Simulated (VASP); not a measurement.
# BeTe (Pm-3m) in VASP: further runs, part 2 of 2

VASP 6.6.1. The steps go on from the part before.

### Step 3. Single point, PBE-based screened hybrid with 10 % exact exchange

Input file POSCAR:

```
BeTe
1.0
    3.3650594837      0.0000000000      0.0000000000
    0.0000000000      3.3650594837      0.0000000000
    0.0000000000      0.0000000000      3.3650594837
Be Te
1 1
Direct
    0.0000000000      0.0000000000      0.0000000000
    0.5000000000      0.5000000000      0.5000000000
```

Input file INCAR.step1:

```
SYSTEM = BeTe
ALGO     = Normal         ! electronic algorithm
EDIFF    = 1E-5           ! SCF threshold, eV
ENCUT    = 520            ! plane-wave cutoff, eV
GGA      = PE             ! functional
ISIF     = 2              ! what is computed and relaxed
ISMEAR   = -1             ! smearing method
LASPH    = .TRUE.         ! aspherical terms in the spheres
LREAL    = .FALSE.        ! projectors in reciprocal space
LWAVE    = .TRUE.         ! write WAVECAR
NBANDS   = 11             ! bands
NELM     = 60             ! most SCF steps
PREC     = Accurate       ! precision mode
SIGMA    = 0.02           ! smearing width, eV
```

Input file INCAR.step2:

```
SYSTEM = BeTe
AEXX     = 0.1            ! exact-exchange fraction
ALGO     = Normal         ! electronic algorithm
EDIFF    = 1E-6           ! SCF threshold, eV
ENCUT    = 520            ! plane-wave cutoff, eV
GGA      = PE             ! functional
HFSCREEN = 0.3            ! screening, 1/A
ISIF     = 2              ! what is computed and relaxed
ISMEAR   = -1             ! smearing method
ISTART   = 1            
LASPH    = .TRUE.         ! aspherical terms in the spheres
LCHARG   = .TRUE.         ! write CHGCAR
LELF     = .TRUE.         ! ELF
LHFCALC  = .TRUE.         ! exact exchange
LREAL    = .FALSE.        ! projectors in reciprocal space
LVHAR    = .TRUE.       
LWAVE    = .FALSE.        ! write WAVECAR
NBANDS   = 11             ! bands
NELM     = 60             ! most SCF steps
PREC     = Accurate       ! precision mode
PRECFOCK = Normal       
SIGMA    = 0.02           ! smearing width, eV
```

Input file KPOINTS:

```
k-points
0
G
  4 4 4
  0 0 0
```

Potentials or basis: VASP PAW PBE potentials, release 64 (Be, Te).

On the command line:

```console
> cat potpaw_PBE.64/Be/POTCAR potpaw_PBE.64/Te/POTCAR > POTCAR
> cp INCAR.step1 INCAR
> mpirun -np 1 vasp_std > vasp.out
> cp INCAR.step2 INCAR
> mpirun -np 1 vasp_std > vasp.out
```

OUTCAR:

```text
SYSTEM = BeTe
   AEXX = 0.1
   EDIFF = 1E-6
   ENCUT = 520
   GGA = PE
   HFSCREEN = 0.3
   ISIF = 2
   ISMEAR = -1
   ISTART = 1
   LASPH = .TRUE.
   LHFCALC = .TRUE.
   LREAL = .FALSE.
   NELM = 60
   PREC = Accurate
   PRECFOCK = Normal

 ion  position               nearest neighbor table
   1  0.000  0.000  0.000-   2 2.91   2 2.91   2 2.91   2 2.91   2 2.91   2 2.91   2 2.91   2 2.91

   2  0.500  0.500  0.500-   1 2.91   1 2.91   1 2.91   1 2.91   1 2.91   1 2.91   1 2.91   1 2.91

[... 323 lines left out ...]
------------------------ aborting loop because EDIFF is reached ----------------------------------------

  FORCE on cell =-STRESS in cart. coord.  units (eV):
  Direction    XX          YY          ZZ          XY          YZ          ZX
  --------------------------------------------------------------------------------------
  -------------------------------------------------------------------------------------
  Total       -0.4437971     -0.4437971     -0.4437971      0.0000000     -0.0000000      0.0000000
  in kB      -18.6602219    -18.6602219    -18.6602219      0.0000000     -0.0000000      0.0000000
  external PRESSURE =     -18.6602219 kB  Pullay stress =       0.0000000 kB

 VOLUME and BASIS-vectors are now :
 -----------------------------------------------------------------------------
  energy-cutoff  :      520.00
  volume of cell :       38.10
      direct lattice vectors                 reciprocal lattice vectors
     3.365059484  0.000000000  0.000000000     0.297171567  0.000000000  0.000000000
     0.000000000  3.365059484  0.000000000     0.000000000  0.297171567  0.000000000
     0.000000000  0.000000000  3.365059484     0.000000000  0.000000000  0.297171567

 POSITION                                       TOTAL-FORCE (eV/Angst)
 -----------------------------------------------------------------------------------
      0.00000      0.00000      0.00000         0.000000      0.000000      0.000000
      1.68253      1.68253      1.68253         0.000000      0.000000      0.000000
 -----------------------------------------------------------------------------------
    total drift:                                0.000000      0.000000      0.000000

  FREE ENERGIE OF THE ION-ELECTRON SYSTEM (eV)
  ---------------------------------------------------
  free  energy   TOTEN  =        -5.5666887205 eV

  energy  without entropy=       -5.5624625314  energy(sigma->0) =       -5.56457563
```

OUTCAR.step1:

```text
SYSTEM = BeTe
   EDIFF = 1E-5
   ENCUT = 520
   GGA = PE
   ISIF = 2
   ISMEAR = -1
   LASPH = .TRUE.
[... 345 lines left out ...]
      0.00000      0.00000      0.00000         0.000000      0.000000      0.000000
      1.68253      1.68253      1.68253         0.000000      0.000000      0.000000
 -----------------------------------------------------------------------------------
    total drift:                               -0.000000      0.000000      0.000000

  FREE ENERGIE OF THE ION-ELECTRON SYSTEM (eV)
  ---------------------------------------------------
  free  energy   TOTEN  =        -5.3329093570 eV

  energy  without entropy=       -5.3286903715  energy(sigma->0) =       -5.33079986
```

OSZICAR.step1:

```text
N       E                     dE             d eps       ncg     rms          rms(c)
DAV:   1     0.177213473167E+02    0.17721E+02   -0.31364E+03   220   0.594E+02
DAV:   2    -0.456852693506E+01   -0.22290E+02   -0.21849E+02   318   0.892E+01
DAV:   3    -0.533447125599E+01   -0.76594E+00   -0.76451E+00   283   0.164E+01
DAV:   4    -0.533946161683E+01   -0.49904E-02   -0.49902E-02   275   0.159E+00
DAV:   5    -0.533950806668E+01   -0.46450E-04   -0.46448E-04   262   0.133E-01    0.696E+00
DAV:   6    -0.533376564737E+01    0.57424E-02   -0.11942E-02   241   0.406E-01    0.425E+00
DAV:   7    -0.533318373287E+01    0.58191E-03   -0.13217E-02   253   0.531E-01    0.345E-01
DAV:   8    -0.533291061076E+01    0.27312E-03   -0.17499E-03   241   0.186E-01    0.120E-01
DAV:   9    -0.533290935704E+01    0.12537E-05   -0.52305E-05   251   0.409E-02
   1 F= -.53329094E+01 E0= -.53307999E+01  d E =-.421899E-02
```

Wall time 4.5 min (1 thread of Intel Xeon 8259CL, shared host); peak memory 0.27 GiB.

Results:

```yaml
Free_energy: -5.5667 eV
Pressure: -1.9 GPa
Band_gap_on_the_k_mesh: zero (bands 4 and 5 overlap by 2.22 eV)
```

Levels at points of the mesh, in eV from the Fermi level:
```csv
k point,band 1,band 2,band 3,band 4,band 5,band 6,band 7,band 8
"(0.00, 0.00, 0.00)",-14.79,-1.53,-1.53,-1.53,0.43,3.98,3.98,8.27
"(0.50, 0.00, 0.00)",-13.13,-8.19,0.61,0.61,2.79,3.64,3.64,4.65
"(0.50, 0.50, 0.00)",-11.44,-6.36,-6.36,-2.71,1.93,5.09,6.13,6.13
"(0.50, 0.50, 0.50)",-9.91,-4.16,-4.16,-4.16,-0.87,-0.87,-0.87,0.59
```

Caveat: the k points lie up to 0.47 Å⁻¹ apart, too coarse for converged energies and pressures of a metal; the structure was generated, so it needn't be the stable form of BeTe; the PAW data sets were made with another functional, which shifts forces and pressure a little; spin-orbit coupling is left out, which moves the levels of the heavy elements.

### Step 4. Single point, PBE-based global hybrid with 30 % exact exchange

POSCAR is that of step 3.

Input file INCAR.step1:

```
SYSTEM = BeTe
PREC = Accurate ; ENCUT = 520
EDIFF = 1E-5 ; ISMEAR = -1
SIGMA = 0.02 ; LREAL = .False.
LASPH = .True. ; NELM = 100
ALGO = Normal ; ISIF = 2
LWAVE = .True. ; LCHARG = .False.
NBANDS = 11 ; GGA = PE
```

Input file INCAR.step2:

```
SYSTEM = BeTe
PREC = Accurate ; ENCUT = 520
EDIFF = 1E-7 ; ISMEAR = -1
SIGMA = 0.02 ; LREAL = .False.
LASPH = .True. ; NELM = 100
ALGO = Normal ; ISIF = 2
LWAVE = .False. ; LCHARG = .False.
GGA = PE ; LHFCALC = .True.
AEXX = 0.3 ; PRECFOCK = Normal
NBANDS = 11 ; ISTART = 1
```

Input file KPOINTS:

```
Automatic mesh
0
Gamma
  4 4 4
  0 0 0
```

On the command line:

```console
> cat potpaw_PBE.64/Be/POTCAR potpaw_PBE.64/Te/POTCAR > POTCAR
> cp INCAR.step1 INCAR
> mpirun -np 1 vasp_std > vasp.out
> cp INCAR.step2 INCAR
> mpirun -np 1 vasp_std > vasp.out
```

It took 4.9 min on 1 thread of Intel Xeon 8259CL, shared host; peak memory 0.17 GiB.

It converged, with:

```
Free energy            : -7.0187 eV
Pressure               : -3.9 GPa
Band gap on the k mesh : zero (bands 4 and 5 overlap by 3.29 eV)
```

Levels at points of the mesh, in eV from the Fermi level:
```
           k point  band 1  band 2  band 3  band 4  band 5  band 6  band 7  band 8
(0.00, 0.00, 0.00)  -16.38   -2.03   -2.03   -2.03    1.35    5.04    5.04    9.93
(0.50, 0.00, 0.00)  -14.55   -9.40    1.31    1.31    3.88    4.82    4.82    5.96
(0.50, 0.50, 0.00)  -12.69   -7.32   -7.32   -3.22    2.86    6.57    7.61    7.61
(0.50, 0.50, 0.50)  -11.01   -4.85   -4.85   -4.85   -0.96   -0.96   -0.96    1.54
```

Caveat: the k points lie up to 0.47 Å⁻¹ apart, too coarse for converged energies and pressures of a metal; the structure was generated, so it needn't be the stable form of BeTe; the PAW data sets were made with another functional, which shifts forces and pressure a little; spin-orbit coupling is left out, which moves the levels of the heavy elements.

### Step 5. Single point, HSE06

POSCAR is that of step 4.

Input file INCAR.step1:

```
SYSTEM = BeTe
PREC = Accurate ; ENCUT = 520
EDIFF = 1E-5 ; ISMEAR = 1
SIGMA = 0.001 ; LREAL = .FALSE.
LASPH = .TRUE. ; NELM = 100
ALGO = Normal ; ISIF = 2
LWAVE = .TRUE. ; LCHARG = .FALSE.
GGA = PE ; NBANDS = 11
```

Input file INCAR.step2:

```
SYSTEM = BeTe
PREC = Accurate ; ENCUT = 520
EDIFF = 1E-6 ; ISMEAR = 1
SIGMA = 0.001 ; LREAL = .FALSE.
LASPH = .TRUE. ; NELM = 100
ALGO = Normal ; ISIF = 2
LWAVE = .FALSE. ; LCHARG = .FALSE.
GGA = PE ; LHFCALC = .TRUE.
HFSCREEN = 0.2079 ; PRECFOCK = Normal
ISTART = 1 ; NBANDS = 11
```

Input file KPOINTS:

```
regular mesh
0
G
  4 4 4
  0 0 0
```

Potentials or basis: VASP PAW PBE potentials, release 64 (Be, Te).

On the command line:

```console
> cat potpaw_PBE.64/Be/POTCAR potpaw_PBE.64/Te/POTCAR > POTCAR
> cp INCAR.step1 INCAR
> mpirun -np 1 vasp_std > vasp.out
> cp INCAR.step2 INCAR
> mpirun -np 1 vasp_std > vasp.out
```

OUTCAR:

```text
SYSTEM = BeTe
   PREC = Accurate
   ENCUT = 520
   EDIFF = 1E-6
   ISMEAR = 1
   LREAL = .FALSE.
   LASPH = .TRUE.
   NELM = 100
   ISIF = 2
   GGA = PE
   LHFCALC = .TRUE.
   HFSCREEN = 0.2079
   PRECFOCK = Normal
   ISTART = 1

 ion  position               nearest neighbor table
   1  0.000  0.000  0.000-   2 2.91   2 2.91   2 2.91   2 2.91   2 2.91   2 2.91   2 2.91   2 2.91

   2  0.500  0.500  0.500-   1 2.91   1 2.91   1 2.91   1 2.91   1 2.91   1 2.91   1 2.91   1 2.91

  LATTYP: Found a simple cubic cell.
[... 324 lines left out ...]

  FORCE on cell =-STRESS in cart. coord.  units (eV):
  Direction    XX          YY          ZZ          XY          YZ          ZX
  --------------------------------------------------------------------------------------
  -------------------------------------------------------------------------------------
  Total       -0.7546524     -0.7546524     -0.7546524      0.0000000      0.0000000      0.0000000
  in kB      -31.7306763    -31.7306763    -31.7306763      0.0000000      0.0000000      0.0000000
  external PRESSURE =     -31.7306763 kB  Pullay stress =       0.0000000 kB

 VOLUME and BASIS-vectors are now :
 -----------------------------------------------------------------------------
  energy-cutoff  :      520.00
  volume of cell :       38.10
      direct lattice vectors                 reciprocal lattice vectors
     3.365059484  0.000000000  0.000000000     0.297171567  0.000000000  0.000000000
     0.000000000  3.365059484  0.000000000     0.000000000  0.297171567  0.000000000
     0.000000000  0.000000000  3.365059484     0.000000000  0.000000000  0.297171567

 POSITION                                       TOTAL-FORCE (eV/Angst)
 -----------------------------------------------------------------------------------
      0.00000      0.00000      0.00000         0.000000      0.000000      0.000000
      1.68253      1.68253      1.68253         0.000000      0.000000      0.000000
 -----------------------------------------------------------------------------------
    total drift:                               -0.000000     -0.000000     -0.000000

  FREE ENERGIE OF THE ION-ELECTRON SYSTEM (eV)
  ---------------------------------------------------
  free  energy   TOTEN  =        -6.1302772743 eV

  energy  without entropy=       -6.1302385917  energy(sigma->0) =       -6.13026438
```

OUTCAR.step1:

```text
SYSTEM = BeTe
   PREC = Accurate
   ENCUT = 520
   EDIFF = 1E-5
   ISMEAR = 1
   LREAL = .FALSE.
   LASPH = .TRUE.
[... 346 lines left out ...]
      0.00000      0.00000      0.00000         0.000000      0.000000      0.000000
      1.68253      1.68253      1.68253         0.000000      0.000000      0.000000
 -----------------------------------------------------------------------------------
    total drift:                               -0.000000      0.000000      0.000000

  FREE ENERGIE OF THE ION-ELECTRON SYSTEM (eV)
  ---------------------------------------------------
  free  energy   TOTEN  =        -5.3287303937 eV

  energy  without entropy=       -5.3286917111  energy(sigma->0) =       -5.32871750
```

Wall time 3.4 min (1 thread of Intel Xeon 8259CL, shared host); peak memory 0.27 GiB.

Results:

```yaml
Free_energy: -6.1303 eV
Pressure: -3.2 GPa
Band_gap_on_the_k_mesh: zero (bands 4 and 5 overlap by 2.42 eV)
```

Caveat: the k points lie up to 0.47 Å⁻¹ apart, too coarse for converged energies and pressures of a metal; the structure was generated, so it needn't be the stable form of BeTe; the PAW data sets were made with another functional, which shifts forces and pressure a little; spin-orbit coupling is left out, which moves the levels of the heavy elements.

### Step 6. Overview

| level | k mesh | smearing | grid for exact exchange (PRECFOCK) | share of exact exchange | screening parameter | gap on the mesh (eV) | pressure (GPa) |
| --- | --- | --- | --- | --- | --- | --- | --- |
| r2SCAN | 6 × 6 × 6 | fermi-dirac 0.02 eV | - | - | - | none | -0.4 |
| PBE-based screened hybrid with 10 % exact exchange | 4 × 4 × 4 | fermi-dirac 0.02 eV | Normal | 0.1 | 0.3 1/Å | none | -1.9 |
| PBE-based global hybrid with 30 % exact exchange | 4 × 4 × 4 | fermi-dirac 0.02 eV | Normal | 0.3 | - | none | -3.9 |
| HSE06 | 4 × 4 × 4 | methfessel-paxton 0.001 eV | Normal | 0.25 | 0.2079 1/Å | none | -3.2 |

Alike in all rows: task single point; potentials or basis VASP PAW PBE potentials, release 64 (Be, Te); no spin polarisation; cell as given; cutoff (eV) 520.

Caveats: some runs use coarse meshes; the structure was generated, so it needn't be the stable form of BeTe; the PAW data sets were made with another functional, which shifts forces and pressure a little; spin-orbit coupling is left out, which moves the levels of the heavy elements.

Absolute energies hang on the potentials; compare differences alone.
